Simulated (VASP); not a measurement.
Input of a VASP 6.6.1 run:

Contents of INCAR:

```
SYSTEM = BaB3Pt
PREC = Accurate ; ENCUT = 520
EDIFF = 1E-6 ; ISMEAR = -1
SIGMA = 0.05 ; LREAL = .FALSE.
LASPH = .TRUE. ; NELM = 150
ALGO = Normal ; ISIF = 2
LWAVE = .FALSE. ; LCHARG = .FALSE.
ISPIN = 2 ; MAGMOM = 0.2 0.2 0.2 0.2 0.2
LORBIT = 11 ; LMAXMIX = 4
GGA = PE ; NBANDS = 26
```

File KPOINTS:

```
regular mesh
0
G
  4 4 3
  0 0 0
```

File POSCAR:

```
BaB3Pt
1.0
    0.0000000000      4.0080410000     -0.0000002200
    4.0080410000      0.0000000000     -0.0000002200
    2.0040202500      2.0040202500     -4.4941152200
Ba Pt B
1 1 3
Direct
   -0.0026943517     -0.0039231316      0.0004461393
    0.6479281447      0.6486801330      0.7035005913
    0.4039900094      0.4046459408      0.2025241405
    0.7675039627      0.2768073855      0.4949948235
    0.2700248016      0.7621070931      0.4938370879
```

Potentials or basis: VASP PAW PBE potentials, release 64 (Ba_sv, Pt, B).

Launch:

```sh
$ cat potpaw_PBE.64/Ba_sv/POTCAR potpaw_PBE.64/Pt/POTCAR potpaw_PBE.64/B/POTCAR > POTCAR
$ mpirun -np 1 vasp_std > vasp.out
```

(1) What does it give for the net moment?

(2) Predict the largest force.

(3) What does it give for the pressure?

Answers

(1) 0.00 μB per cell.

(2) 1.536 eV/Å.

(3) 5.2 GPa.

Caveat: the k points lie up to 0.47 Å⁻¹ apart; forces of over 1 eV/Å act on the atoms, so gaps and moduli don't describe the material at rest.
